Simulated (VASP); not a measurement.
Wanted: the native input for a VASP 6.6.1 run.

```
Task                   : single point
Functional             : PBEsol
Potentials or basis    : VASP PAW PBE potentials, release 64 (Ta_pv, N)
Cutoff                 : 520 eV
k mesh                 : 12 × 12 × 12
Occupations            : gaussian, width 0.1 eV
Spin                   : no spin polarisation
Dipole correction      : no
Further INCAR settings : ALGO = Normal; EDIFF = 1e-06; NBANDS = 33
```

The structure of TaN lies in POSCAR:

```
TaN
1.0
    5.3091912027      0.0000000000      0.0000000000
   -2.6545956014      4.5978944551      0.0000000000
    0.0000000000      0.0000000000      2.8749195829
Ta N
3 3
Direct
    0.0000000000      0.0000000000      0.0000000000
    0.3333333333      0.6666666667      0.5000000000
    0.6666666667      0.3333333333      0.5000000000
    0.5000000000      0.0000000000      0.0000000000
    0.5000000000      0.5000000000      0.0000000000
    0.0000000000      0.5000000000      0.0000000000
```

This cell differs from its parent crystal: biaxial strain in the a-b plane: +2.0 %, then relaxed in part.

The input as run:

INCAR

```
  PREC = Accurate
  ENCUT = 520
  EDIFF = 1E-6
  ISMEAR = 0
  SIGMA = 0.1
  LREAL = F
  LASPH = T
  NELM = 80
  ALGO = Normal
  ISIF = 2
  LWAVE = F
  LCHARG = T
  GGA = PS
  LELF = T
  LVHAR = T
  NBANDS = 33
```

KPOINTS

```
Automatic mesh
0
Gamma
  12 12 12
```

Potentials or basis: VASP PAW PBE potentials, release 64 (Ta_pv, N).

Command:

```console
$ cat potpaw_PBE.64/Ta_pv/POTCAR potpaw_PBE.64/N/POTCAR > POTCAR
$ mpirun -np 1 vasp_std > vasp.out
```

Results of the run:

```yaml
Pressure: -5.7 GPa
Band_gap_on_the_k_mesh: zero (bands 24 and 25 overlap by 2.20 eV)
```

Caveat: the cell differs from its parent crystal (biaxial strain in the a-b plane: +2.0 %, then relaxed in part); the stress differs along the axes, from -9 to 1 GPa; the PAW data sets were made with another functional, which shifts forces and pressure a little; spin-orbit coupling is left out, which moves the levels of the heavy elements.

Wall time 6.1 min on 1 thread of Intel Xeon 8259CL (shared host), peak memory 0.36 GiB.
